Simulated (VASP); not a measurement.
FeO, 2 atoms in the cell. Symmetry: I4/mmm, No. 139, tetragonal system. The conventional cell has a = 3.204 Å, b = 3.204 Å, c = 4.167 Å, α = 90.00°, β = 90.00°, γ = 90.00°. Within 2.8 Å of Fe (site symmetry 4/mmm) lie 6 O at 2.08 to 2.27 Å. O (site symmetry 4/mmm) has 6 Fe at 2.08 to 2.27 Å within 2.8 Å. 

| Quantity | Value |
| --- | --- |
| Program | VASP 6.6.1 |
| Task | single point |
| Functional | PBEsol |
| Potentials or basis | VASP PAW PBE potentials, release 64 (Fe_sv, O) |
| Cutoff | 700 eV |
| k mesh | 10 × 10 × 10 |
| Occupations | fermi-dirac, width 0.05 eV |
| Spin | collinear spin, zero start |
| Starting moments | [0.0, 0.0] μB |
| Fixed moment | 0 μB |
| Dipole correction | no |
| Further INCAR settings | ALGO = Normal; EDIFF = 1e-06; NBANDS = 22 |

Potentials or basis: VASP PAW PBE potentials, release 64 (Fe_sv, O).

Command:

```bash
$ cat potpaw_PBE.64/Fe_sv/POTCAR potpaw_PBE.64/O/POTCAR > POTCAR
$ mpirun -np 1 vasp_std > vasp.out
```

Hardware: 1 thread of Intel(R) Xeon(R) 6975P-C (Granite Rapids), on a shared host.

**Question.** How long does it take, and how much memory?

**Answer.** Wall time 80 s on 1 thread of Intel(R) Xeon(R) 6975P-C (Granite Rapids), with other jobs on the host, peak memory 0.25 GiB. Counts: scf iterations 18, k points 102.
